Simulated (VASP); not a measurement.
# Si2P3 in VASP: notebook

The runs below take Si2P3 through single point, with PBE.

Everything below comes from runs of VASP 6.6.1. Logs are shortened: lines on timing, memory, paths and dates and some standing lists are left out, and cuts for length are marked.

## 1. The cell of the first run

Symmetry: P4/mmm, No. 123, tetragonal system. Conventional cell: a = 4.452 Å, b = 4.452 Å, c = 4.723 Å, α = 90.00°, β = 90.00°, γ = 90.00°. Si (site symmetry mmm) has 4 P at 2.23 to 2.36 Å within 2.9 Å. P (site symmetry mmm) has 2 Si at 2.36 Å and 8 P at 3.15 to 3.25 Å within 3.3 Å. P (site symmetry 4/mmm) has 4 Si at 2.23 Å within 2.9 Å.

The cell was built from a structure type or drawn by symmetry, and may not be a known phase.

## 2. Single point, PBE

Input file INCAR:

```
PREC     = Accurate       # precision mode
ENCUT    = 500            # plane-wave cutoff, eV
EDIFF    = 1E-6           # SCF threshold, eV
ISMEAR   = 0              # smearing method
SIGMA    = 0.2            # smearing width, eV
LREAL    = F              # projectors in reciprocal space
LASPH    = T              # aspherical terms in the spheres
NELM     = 120            # most SCF steps
ALGO     = Normal         # electronic algorithm
ISIF     = 2              # what is computed and relaxed
LWAVE    = F              # write WAVECAR
LCHARG   = F              # write CHGCAR
GGA      = PE             # functional
NBANDS   = 20             # bands
GGA_COMPAT= F
```

Input file KPOINTS:

```
Automatic mesh
0
Gamma
  4 4 3
```

Input file POSCAR:

```
Si2P3
1.0
    4.4518274452      0.0000000000      0.0000000000
    0.0000000000      4.4518274452      0.0000000000
    0.0000000000      0.0000000000      4.7231083295
Si P
2 3
Direct
    0.0000000000      0.5000000000      0.0000000000
    0.5000000000      0.0000000000      0.0000000000
    0.0000000000      0.5000000000      0.5000000000
    0.5000000000      0.0000000000      0.5000000000
    0.0000000000      0.0000000000      0.0000000000
```

Potentials or basis: VASP PAW PBE potentials, release 64 (Si, P).

On the command line:

```console
$ cat potpaw_PBE.64/Si/POTCAR potpaw_PBE.64/P/POTCAR > POTCAR
$ mpirun -np 1 vasp_std > vasp.out
```

OUTCAR:

```text
PREC = Accurate
   ENCUT = 500
   EDIFF = 1E-6
   ISMEAR = 0
   LREAL = F
   LASPH = T
   NELM = 120
   ISIF = 2
   GGA = PE

 ion  position               nearest neighbor table
   1  0.000  0.500  0.000-   5 2.23   5 2.23   3 2.36   3 2.36   2 3.15   2 3.15   2 3.15   2 3.15

   2  0.500  0.000  0.000-   5 2.23   5 2.23   4 2.36   4 2.36   1 3.15   1 3.15   1 3.15   1 3.15

   3  0.000  0.500  0.500-   1 2.36   1 2.36
   4  0.500  0.000  0.500-   2 2.36   2 2.36
   5  0.000  0.000  0.000-   1 2.23   2 2.23   1 2.23   2 2.23

  LATTYP: Found a simple tetragonal cell.
 ALAT       =     4.4518274452
 C/A-ratio  =     1.0609369720

  Lattice vectors:

 A1 = (   4.4518274452,   0.0000000000,   0.0000000000)
 A2 = (   0.0000000000,   4.4518274452,   0.0000000000)
 A3 = (   0.0000000000,   0.0000000000,   4.7231083295)

Analysis of symmetry for initial positions (statically):
=====================================================================
 Subroutine PRICEL returns:
 Original cell was already a primitive cell.

 Routine SETGRP: Setting up the symmetry group for a
 simple tetragonal supercell.

 Subroutine GETGRP returns: Found 16 space group operations
 (whereof 16 operations were pure point group operations)
 out of a pool of 16 trial point group operations.

The static configuration has the point symmetry D_4h.

Analysis of symmetry for dynamics (positions and initial velocities):
=====================================================================
 Subroutine PRICEL returns:
 Original cell was already a primitive cell.

 Routine SETGRP: Setting up the symmetry group for a
 simple tetragonal supercell.

 Subroutine GETGRP returns: Found 16 space group operations
 (whereof 16 operations were pure point group operations)
 out of a pool of 16 trial point group operations.

The dynamic configuration has the point symmetry D_4h.

 Subroutine INISYM returns: Found 16 space group operations
 (whereof 16 operations are pure point group operations),
 and found     1 'primitive' translations

----------------------------------------------------------------------------------------

                                     Primitive cell

  volume of cell :      93.6062

  direct lattice vectors                    reciprocal lattice vectors
     4.451827445  0.000000000  0.000000000     0.224626855  0.000000000  0.000000000
     0.000000000  4.451827445  0.000000000     0.000000000  0.224626855  0.000000000
     0.000000000  0.000000000  4.723108329     0.000000000  0.000000000  0.211724976

  length of vectors
     4.451827445  4.451827445  4.723108329     0.224626855  0.224626855  0.211724976

  position of ions in fractional coordinates (direct lattice)
     0.000000000  0.500000000  0.000000000
     0.500000000  0.000000000  0.000000000
     0.000000000  0.500000000  0.500000000
     0.500000000  0.000000000  0.500000000
     0.000000000  0.000000000  0.000000000

  ion indices of the primitive-cell ions
   primitive index   ion index
                 1           1
                 2           2
                 3           3
                 4           4
                 5           5

----------------------------------------------------------------------------------------

 KPOINTS: Automatic mesh

Automatic generation of k-mesh.
 Grid dimensions read from file:
 generate k-points for:    4    4    3

 Generating k-lattice:

  Cartesian coordinates                     Fractional coordinates (reciprocal lattice)
     0.056156714  0.000000000  0.000000000     0.250000000  0.000000000  0.000000000
     0.000000000  0.056156714  0.000000000     0.000000000  0.250000000  0.000000000
     0.000000000  0.000000000  0.070574992     0.000000000  0.000000000  0.333333333

  Length of vectors
     0.056156714  0.056156714  0.070574992

  Shift w.r.t. Gamma in fractional coordinates (k-lattice)
     0.000000000  0.000000000  0.000000000

 Subroutine IBZKPT returns following result:
 ===========================================

 Found     12 irreducible k-points:

 Following reciprocal coordinates:
            Coordinates               Weight
  0.000000  0.000000  0.000000      1.000000
  0.250000  0.000000  0.000000      4.000000
  0.500000  0.000000  0.000000      2.000000
  0.250000  0.250000  0.000000      4.000000
  0.500000  0.250000  0.000000      4.000000
  0.500000  0.500000  0.000000      1.000000
  0.000000  0.000000  0.333333      2.000000
  0.250000  0.000000  0.333333      8.000000
  0.500000  0.000000  0.333333      4.000000
  0.250000  0.250000  0.333333      8.000000
  0.500000  0.250000  0.333333      8.000000
  0.500000  0.500000  0.333333      2.000000
   k-points           NKPTS =     12   k-points in BZ     NKDIM =     12   number of bands    NBANDS=     20
   number of dos      NEDOS =    301   number of ions     NIONS =      5
   total plane-waves  NPLWV =  36864
   dimension x,y,z NGX =    32 NGY =   32 NGZ =   36
   dimension x,y,z NGXF=    64 NGYF=   64 NGZF=   72
   ions per type =               2   3
   NGX,Y,Z   is equivalent  to a cutoff of  11.95, 11.95, 12.67 a.u.
   NGXF,Y,Z  is equivalent  to a cutoff of  23.90, 23.90, 25.34 a.u.
 SYSTEM =  unknown system
   PREC   = accura    normal or accurate (medium, high low for compatibility)
   ISTART =      0    job   : 0-new  1-cont  2-samecut
   ICHARG =      2    charge: 1-file 2-atom 10-const
   ISPIN  =      1    spin polarized calculation?
   LNONCOLLINEAR =      F non collinear calculations
   LSORBIT =      F    spin-orbit coupling
   LASPH  =      T    aspherical Exc in radial PAW
   ENCUT  =  500.0 eV  36.75 Ry    6.06 a.u.   8.12  8.12  8.61*2*pi/ulx,y,z
   NELM   =    120;   NELMIN=  2; NELMDL= -5     # of ELM steps
   EDIFF  = 0.1E-05   stopping-criterion for ELM
   LREAL  =      F    real-space projection
   EDIFFG = 0.1E-04   stopping-criterion for IOM
   NSW    =      0    number of steps for IOM
   IBRION =     -1    ionic relax: 0-MD 1-quasi-New 2-CG
   NFREE  =      0    steps in history (QN), initial steepest desc. (CG)
   ISIF   =      2    stress and relaxation
   ISYM   =      2    0-nonsym 1-usesym 2-fastsym
   POTIM  = 0.5000    time-step for ionic-motion
   TEBEG  =    0.0;   TEEND  =   0.0 temperature during run
   PSTRESS=    0.0 pullay stress
   NELECT =      23.0000    total number of electrons
   NUPDOWN=      -1.0000    fix difference up-down
   EMIN   =  10.00;   EMAX   =-10.00  energy-range for DOS
   EFERMI =   0.00;   METHOD = LEGACY
   ISMEAR =     0;   SIGMA  =   0.20  broadening in eV -4-tet -1-fermi 0-gaus
   EFERMI_NEDOS =   21; number of points for ismear=-14 and -15
   IALGO  =     38    algorithm
   IMIX   =      4    mixing-type and parameters
     AMIX     =   0.40;   BMIX     =  1.00
     AMIX_MAG =   1.60;   BMIX_MAG =  1.00
  volume/ion in A,a.u.               =      18.72       126.34
  Fermi-wavevector in a.u.,A,eV,Ry     =   1.025375  1.937677 14.305074  1.051393
  Thomas-Fermi vector in A             =   2.159212
   LORBIT       =      0    0 simple, 1 ext, 2 COOP (PROOUT), +10 PAW based schemes
   GGA     = PE    functional components
   LHFCALC =     F    Hartree Fock is set to
   AEXX    =    0.0000 exact exchange contribution
   IVDW    =     0    specifies the selected vdW correction
   LEPSILON=     F    determine dielectric tensor
   LRPA    =     F    only Hartree local field effects (RPA)
 non-spin polarized calculation
 Gauss-broadening in eV      SIGMA  =   0.20
  energy-cutoff  :      500.00
  volume of cell :       93.61
 maximum number of plane-waves:      2400
   NGX = 17   NGY = 17   NGZ = 17

 number of electron      23.0000003 magnetization

 Free energy of the ion-electron system (eV)
  ---------------------------------------------------
  ext. energy  EPLUGINS =         0.00000000
  ---------------------------------------------------
  free energy    TOTEN  =       -22.88713388 eV

  energy without entropy =      -22.83022274  energy(sigma->0) =      -22.85867831

 E-fermi :   6.2623     XC(G=0):  -9.9768

 val. band max:        6.1336262746   @ k =   0.2500   0.2500   0.3333
 cond. band min:       6.2624077796   @ k =   0.2500   0.0000   0.0000
 fundamental gap:      0.1287815050
 Fermi energy:         6.2623368868

 k-point     1 :       0.0000    0.0000    0.0000
  band No.  band energies     occupation
      1      -8.0315      2.00000
      2      -3.5180      2.00000
      3      -3.4263      2.00000
      4      -0.2361      2.00000
      5      -0.1295      2.00000
      6      -0.1295      2.00000
[... 12 lines left out ...]
     19      10.4897      0.00000
     20      10.6016      0.00000

 k-point     2 :       0.2500    0.0000    0.0000
  band No.  band energies     occupation
      1      -7.6959      2.00000
      2      -4.4724      2.00000
      3      -3.2778      2.00000
      4      -0.1747      2.00000
      5       0.0755      2.00000
      6       0.0885      2.00000
[... 12 lines left out ...]
     19      12.2534      0.00000
     20      12.6173      0.00000

 k-point     3 :       0.5000    0.0000    0.0000
  band No.  band energies     occupation
      1      -7.1363      2.00000
      2      -5.5188      2.00000
      3      -3.0811      2.00000
      4      -0.3009      2.00000
      5       0.3295      2.00000
      6       0.7483      2.00000
[... 12 lines left out ...]
     19      11.9632      0.00000
     20      12.7112      0.00000

 k-point     4 :       0.2500    0.2500    0.0000
  band No.  band energies     occupation
      1      -7.3503      2.00000
      2      -4.6025      2.00000
      3      -3.8554      2.00000
      4      -0.5973      2.00000
      5       0.3646      2.00000
      6       0.4018      2.00000
[... 12 lines left out ...]
     19      11.9039      0.00000
     20      13.1939      0.00000

 k-point     5 :       0.5000    0.2500    0.0000
  band No.  band energies     occupation
      1      -6.7465      2.00000
      2      -5.4040      2.00000
      3      -3.9573      2.00000
      4      -0.1754      2.00000
      5      -0.0894      2.00000
      6       1.0495      2.00000
[... 12 lines left out ...]
     19      12.6302      0.00000
     20      14.1215      0.00000

 k-point     6 :       0.5000    0.5000    0.0000
  band No.  band energies     occupation
      1      -5.8665      2.00000
      2      -5.2781      2.00000
      3      -5.2781      2.00000
      4      -0.0279      2.00000
      5      -0.0279      2.00000
      6       0.9678      2.00000
[... 12 lines left out ...]
     19      12.9248      0.00000
     20      13.9223      0.00000

 k-point     7 :       0.0000    0.0000    0.3333
  band No.  band energies     occupation
      1      -7.5588      2.00000
      2      -4.9833      2.00000
      3      -2.9969      2.00000
      4      -0.1683      2.00000
      5       0.1522      2.00000
      6       0.1522      2.00000
[... 12 lines left out ...]
     19      11.7880      0.00000
     20      12.7402      0.00000

 k-point     8 :       0.2500    0.0000    0.3333
  band No.  band energies     occupation
      1      -7.2442      2.00000
      2      -4.7471      2.00000
      3      -3.6892      2.00000
      4      -1.8516      2.00000
      5       0.3307      2.00000
      6       0.3512      2.00000
[... 12 lines left out ...]
     19      12.6071      0.00000
     20      12.6821      0.00000

 k-point     9 :       0.5000    0.0000    0.3333
  band No.  band energies     occupation
      1      -6.7627      2.00000
      2      -4.8515      2.00000
      3      -4.0214      2.00000
      4      -2.7950      2.00000
      5       0.4182      2.00000
      6       0.5429      2.00000
[... 12 lines left out ...]
     19      12.1927      0.00000
     20      13.3745      0.00000

 k-point    10 :       0.2500    0.2500    0.3333
  band No.  band energies     occupation
      1      -6.9185      2.00000
      2      -4.5352      2.00000
      3      -3.9697      2.00000
      4      -1.8929      2.00000
      5      -1.8568      2.00000
      6       2.3283      2.00000
[... 12 lines left out ...]
     19      12.3724      0.00000
     20      12.7303      0.00000

 k-point    11 :       0.5000    0.2500    0.3333
  band No.  band energies     occupation
      1      -6.4019      2.00000
      2      -4.7396      2.00000
      3      -4.0824      2.00000
      4      -2.6774      2.00000
      5      -1.8673      2.00000
      6       2.0578      2.00000
[... 12 lines left out ...]
     19      12.2852      0.00000
     20      13.5914      0.00000

 k-point    12 :       0.5000    0.5000    0.3333
  band No.  band energies     occupation
      1      -5.7544      2.00000
      2      -4.6173      2.00000
      3      -4.6173      2.00000
      4      -2.5471      2.00000
      5      -2.5471      2.00000
      6       1.1548      2.00000
[... 12 lines left out ...]
     19      12.3871      0.00000
     20      12.3871      0.00000

------------------------ aborting loop because EDIFF is reached ----------------------------------------

  FORCE on cell =-STRESS in cart. coord.  units (eV):
  Direction    XX          YY          ZZ          XY          YZ          ZX
  --------------------------------------------------------------------------------------
  -------------------------------------------------------------------------------------
  Total        0.1688205      0.1688205      0.3159752      0.0000000     -0.0000000      0.0000000
  in kB        2.8895569      2.8895569      5.4082778      0.0000000     -0.0000000      0.0000000
  external PRESSURE =       3.7291306 kB  Pullay stress =       0.0000000 kB

 VOLUME and BASIS-vectors are now :
 -----------------------------------------------------------------------------
  energy-cutoff  :      500.00
  volume of cell :       93.61
      direct lattice vectors                 reciprocal lattice vectors
     4.451827445  0.000000000  0.000000000     0.224626855  0.000000000  0.000000000
     0.000000000  4.451827445  0.000000000     0.000000000  0.224626855  0.000000000
     0.000000000  0.000000000  4.723108329     0.000000000  0.000000000  0.211724976

 POSITION                                       TOTAL-FORCE (eV/Angst)
 -----------------------------------------------------------------------------------
      0.00000      2.22591      0.00000         0.000000      0.000000      0.000000
      2.22591      0.00000      0.00000         0.000000      0.000000      0.000000
      0.00000      2.22591      2.36155         0.000000      0.000000      0.000000
      2.22591      0.00000      2.36155         0.000000      0.000000      0.000000
      0.00000      0.00000      0.00000         0.000000      0.000000      0.000000
 -----------------------------------------------------------------------------------
    total drift:                               -0.000000      0.000000     -0.000000

  FREE ENERGIE OF THE ION-ELECTRON SYSTEM (eV)
  ---------------------------------------------------
  free  energy   TOTEN  =       -22.8871338756 eV

  energy  without entropy=      -22.8302227371  energy(sigma->0) =      -22.85867831
```

Wall time 19 s (1 thread of AMD EPYC 7R43 (Zen 3), shared host); peak memory 0.14 GiB.

Results:

* Free energy: -22.8871 eV
* Pressure: 0.4 GPa
* Band gap on the k mesh: zero (an odd number of electrons rules out a gap without spin polarisation)

Levels at points of the mesh, in eV from the Fermi level:
```tsv
k point	band 9	band 10	band 11	band 12	band 13	band 14
(0.00, 0.00, 0.00)	-2.98	-1.57	-1.57	0.87	0.87	1.02
(0.50, 0.00, 0.00)	-2.35	-2.12	-0.24	0.01	0.16	1.88
(0.50, 0.50, 0.00)	-3.00	-2.54	-0.67	0.63	1.95	2.80
```

Caveat: the k points lie up to 0.44 Å⁻¹ apart, too coarse for converged energies and pressures of a metal.

[end of part 1 of 2]
